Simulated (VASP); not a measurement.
Here is a VASP 6.6.1 calculation.

Contents of INCAR:

```
SYSTEM = MoS2
  PREC = Accurate
  ENCUT = 400
  EDIFF = 1E-6
  ISMEAR = -1
  SIGMA = 0.1
  LREAL = .False.
  LASPH = .True.
  NELM = 120
  ALGO = Normal
  ISIF = 2
  LWAVE = .False.
  LCHARG = .True.
  GGA = PS
  LELF = .True.
  LVHAR = .True.
  NBANDS = 35
  GGA_COMPAT = .False.
```

Contents of KPOINTS:

```
regular mesh
0
Gamma
  3 3 1
  0 0 0
```

Contents of POSCAR:

```
MoS2
1.0
    3.2274645600      0.0000000000      0.0000000000
   -3.2274645600      5.5901326000      0.0000000000
    0.0000000000      0.0000000000      6.3124734200
Mo S
2 4
Direct
   -0.0035976345      0.0071479521      0.4962511193
   -0.0208617399      0.4898781829      0.4985112476
    0.3793661742      0.3357399787      0.2493466341
    0.6908093360      0.1799640674      0.7754652850
    0.3117628912      0.8040762754      0.2514396330
    0.6771082926      0.6596673574      0.7292596251
```

Potentials or basis: VASP PAW PBE potentials, release 64 (Mo_sv, S).

Launch:

```console
$ cat potpaw_PBE.64/Mo_sv/POTCAR potpaw_PBE.64/S/POTCAR > POTCAR
$ mpirun -np 1 vasp_std > vasp.out
```

**Question.** What does it give for the largest force?

**Answer.** 2.150 eV/Å.

**Question.** What does it give for the band gap on the k mesh?

**Answer.** Zero (bands 26 and 27 overlap by 0.22 eV).

Forces on the atoms (eV/Å):
```
Mo   0.179  0.955  0.815
Mo   0.889 -1.699  0.383
S   -0.922 -0.690 -0.205
S   -0.010 -0.923 -1.942
S    0.089  1.745  0.259
S   -0.226  0.612  0.691
```

Caveat: the k points lie up to 1.00 Å⁻¹ apart, too coarse for converged energies, forces and pressures; the PAW data sets were made with another functional, which shifts forces and pressure a little.
